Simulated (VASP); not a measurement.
SiO2, 6 atoms in the cell. Symmetry: P4_2/mnm, No. 136, tetragonal system. Conventional cell: a = 4.183 Å, b = 4.183 Å, c = 2.427 Å, α = 90.00°, β = 90.00°, γ = 90.00°. Within 2.2 Å of Si (site symmetry mmm) lie 6 O at 1.67 to 1.82 Å. Within 2.2 Å of O (site symmetry m2m) lie 3 Si at 1.67 to 1.82 Å.  This cell differs from its parent crystal: volume 7.078 Å^3 an atom, c/a of the conventional cell 0.5801.

* Program: VASP 6.6.1
* Task: single point
* Functional: PBE
* Potentials or basis: VASP PAW PBE potentials, release 64 (Si, O)
* Cutoff: 520 eV
* k mesh: 6 × 6 × 10
* Occupations: gaussian, width 0.05 eV
* Spin: no spin polarisation
* Dipole correction: no
* Further INCAR settings: ALGO = Normal; EDIFF = 1e-06; NBANDS = 25

Potentials or basis: VASP PAW PBE potentials, release 64 (Si, O).

Command:

```console
$ cat potpaw_PBE.64/Si/POTCAR potpaw_PBE.64/O/POTCAR > POTCAR
$ mpirun -np 1 vasp_std > vasp.out
```

Hardware: 1 thread of Intel(R) Xeon(R) Platinum 8488C (Sapphire Rapids) (shared host).

Estimate the wall time of this run.

Wall time 30 s on 1 thread of Intel(R) Xeon(R) Platinum 8488C (Sapphire Rapids) (shared host), peak memory 0.17 GiB. Counts: scf iterations 13, k points 60.
